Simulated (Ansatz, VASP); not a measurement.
Two plane-wave programs on Nb5O

```
Nb O
1.0
     0.00000    3.80443    3.80443
     3.80443    0.00000    3.80443
     3.80443    3.80443    0.00000
Nb O
5 1
Direct
  0.25000 0.25000 0.25000
  0.62231 0.62231 0.62231
  0.13308 0.62231 0.62231
  0.62231 0.13308 0.62231
  0.62231 0.62231 0.13308
  0.00000 0.00000 0.00000
```

Change from the starting cell: species swapped into the ErCu5 type (F-43m, No. 216).

Alike in both runs: functional PBE; k mesh 8 × 8 × 8; occupations gaussian, width 0.1 eV; no spin polarisation.

Ansatz relaxed the structure, and its values are those at the end. VASP's run is a single point on that final structure, the one shown.

|  | VASP | Ansatz |
| --- | --- | --- |
| version | VASP 6.6.1 | Ansatz 0.2.0 |
| potentials or method | VASP PAW PBE potentials, release 64 (Nb_sv, O), cutoff 520 eV | scalar-relativistic, plane waves, PAW |
| valence electrons in the cell | 71 | 71 |

```csv
,VASP,Ansatz,Ansatz less VASP
gap on the k mesh at the Fermi level (eV),none,none,-
pressure (GPa),-0.3,0.0,+0.22
```

A gap of «none» marks a metal or a gap that the smearing closes.
